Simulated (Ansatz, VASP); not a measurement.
## C in VASP and in Ansatz

```
C
1.0
     2.45510    0.00000    0.00000
    -1.22755    2.12618    0.00000
     0.00000    0.00000    4.12717
C
4
Direct
  0.33333 0.66667 0.99998
  0.66667 0.33333 0.49998
  0.33333 0.66667 0.37402
  0.66667 0.33333 0.87402
```

Change from the starting cell: strained cell.

Alike in both runs: functional r2SCAN; k mesh 9 × 9 × 6; occupations gaussian, width 0.02 eV; no spin polarisation.

Ansatz relaxed the structure, and its values are those at the end. VASP's run is a single point on that final structure, the one shown.

|  | VASP | Ansatz |
| --- | --- | --- |
| version | VASP 6.6.1 | Ansatz 0.2.0 |
| potentials or method | VASP PAW PBE potentials, release 64 (C), cutoff 520 eV | scalar-relativistic, plane waves, PAW |
| valence electrons in the cell | 16 | 16 |

Ansatz gave:

| Property | Result |
| --- | --- |
| gap on the k mesh at the Fermi level (eV) | 3.38 |
| least direct gap on the mesh (eV) | 5.42 |
| pressure (GPa) | 24.0 |
| rms of the force components (eV/Å) | 0.000 |

Question: Which values does VASP return?

Answer: gap on the k mesh at the Fermi level (eV): 3.34; least direct gap on the mesh (eV): 5.37; pressure (GPa): 25.4; rms of the force components (eV/Å): 0.008.

VASP's potentials were made for PBE, not for r2SCAN. Ansatz's warnings: stress scf threshold loose.
